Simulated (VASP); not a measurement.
Input of a VASP 6.6.1 run:

Contents of INCAR:

```
SYSTEM = Rh
PREC = Accurate ; ENCUT = 600
EDIFF = 1E-8 ; ISMEAR = -1
SIGMA = 0.05 ; LREAL = .FALSE.
LASPH = .TRUE. ; NELM = 100
ALGO = Normal ; ISIF = 3
LWAVE = .FALSE. ; LCHARG = .TRUE.
GGA = CA ; IBRION = 6
NFREE = 2 ; POTIM = 0.015
NSW = 1
```

Contents of KPOINTS:

```
Automatic mesh
0
G
  24 24 24
  0 0 0
```

The input POSCAR:

```
Rh
1.0
    0.0000000000      1.8638537901      1.8638537901
    1.8638537901      0.0000000000      1.8638537901
    1.8638537901      1.8638537901      0.0000000000
Rh
1
Direct
    0.0000000000      0.0000000000      0.0000000000
```

Potentials or basis: VASP PAW LDA potentials, release 64 (Rh_pv).

The run is started by

```sh
$ cat potpaw_LDA.64/Rh_pv/POTCAR > POTCAR
$ mpirun -np 1 vasp_std > vasp.out
```

Problem. Estimate the elastic constants C11, C12, C44.

Solution. 547, 250, 247 GPa.

Problem. Estimate the Voigt bulk modulus.

Solution. 349 GPa.

Clamped-ion elastic tensor (GPa):
```
547 250 250   0   0   0
250 547 250   0   0   0
250 250 547   0   0   0
  0   0   0 247   0   0
  0   0   0   0 247   0
  0   0   0   0   0 247
```

Caveat: the cell is under stress, which shifts elastic constants.
